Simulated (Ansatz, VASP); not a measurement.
# One calculation of AlCo, two programs

```
Co Al
1.0
     2.85282    0.00000    0.00000
     0.00000    4.03450    0.00000
     0.00000    0.00000   22.05170
Co Al
4 4
Direct
  0.75000 0.00000 0.36278
  0.75000 0.50000 0.45426
  0.75000 0.00000 0.54574
  0.75000 0.50000 0.63722
  0.25000 0.50000 0.36278
  0.25000 0.00000 0.45426
  0.25000 0.50000 0.54574
  0.25000 0.00000 0.63722
```

Alike in both runs: task single point; functional PBE; k mesh 13 × 9 × 1; occupations fermi-dirac, width 0.1 eV; no spin polarisation.

|  | VASP | Ansatz |
| --- | --- | --- |
| version | VASP 6.6.1 | Ansatz 0.2.0 |
| potentials or method | VASP PAW PBE potentials, release 64 (Co, Al), cutoff 520 eV | all-electron LAPW, scalar-relativistic |

VASP gave:

```
rms of the force components (eV/Å) : 0.269
```

Problem. What did Ansatz give for the same quantities?

Solution. rms of the force components (eV/Å): 0.276.

Ansatz ran all-electron here, and VASP with PAW potentials.
